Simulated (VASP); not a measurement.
Wanted: the native input for a VASP 6.6.1 run.

- Task: relaxation of cell and atoms
- Functional: PBE
- Potentials or basis: VASP PAW PBE potentials, release 64 (Ca_sv, Zr_sv, N)
- Cutoff: 600 eV
- k mesh: 6 × 6 × 6
- Occupations: gaussian, width 0.1 eV
- Spin: no spin polarisation
- Dipole correction: no
- Further INCAR settings: ALGO = Normal; EDIFF = 1e-06; IBRION = 2; EDIFFG = -0.04; NSW = 90; ISIF = 3

The structure of CaZr2N3 lies in POSCAR:

```
CaZr2N3
1.0
    2.4555280600      1.4176997900      3.9901844200
   -2.4555280600      1.4176997900      3.9901844200
    0.0000000000     -2.8353995700      3.9901844200
Ca Zr N
1 2 3
Direct
    0.0000000000      0.0000000000      0.0000000000
    0.6170832500      0.6170832500      0.6170832500
    0.3829167500      0.3829167500      0.3829167500
    0.5000000000      0.0000000000      0.0000000000
    0.0000000000      0.5000000000      0.0000000000
    0.0000000000      0.0000000000      0.5000000000
```

The cell was generated, and may not be a known phase.

The input as run:

INCAR

```
SYSTEM = CaZr2N3
PREC = Accurate
ENCUT = 600
EDIFF = 1E-6
ISMEAR = 0
SIGMA = 0.1
LREAL = .FALSE.
LASPH = .TRUE.
NELM = 100
ALGO = Normal
ISIF = 3
LWAVE = .FALSE.
LCHARG = .FALSE.
GGA = PE
IBRION = 2
NSW = 90
EDIFFG = -0.04
```

KPOINTS

```
Automatic mesh
0
G
  6 6 6
  0 0 0
```

Potentials or basis: VASP PAW PBE potentials, release 64 (Ca_sv, Zr_sv, N).

Command:

```bash
$ cat potpaw_PBE.64/Ca_sv/POTCAR potpaw_PBE.64/Zr_sv/POTCAR potpaw_PBE.64/N/POTCAR > POTCAR
$ mpirun -np 1 vasp_std > vasp.out
```

Results of the run:

- Relaxed volume: 17.96 Å³/atom
- Relaxed cell: a = 4.898 Å, b = 4.898 Å, c = 4.898 Å, α = 75.39°, β = 75.39°, γ = 75.39°
- Space group after relaxing (to 0.1 Å): R-3m (No. 166)
- Pressure after relaxing: 0.0 GPa
- Largest force after relaxing: 0.005 eV/Å
- Band gap on the k mesh: zero (an odd number of electrons rules out a gap without spin polarisation)

Caveat: the volume moved by over 15 % at a fixed basis, so the end points are rough; an odd number of electrons without spin polarisation forces a metal; a magnetic or distorted state may lie lower.

Run time: 17 min on 1 thread of Intel(R) Xeon(R) 6975P-C (Granite Rapids), on a shared host, peak memory 0.32 GiB.
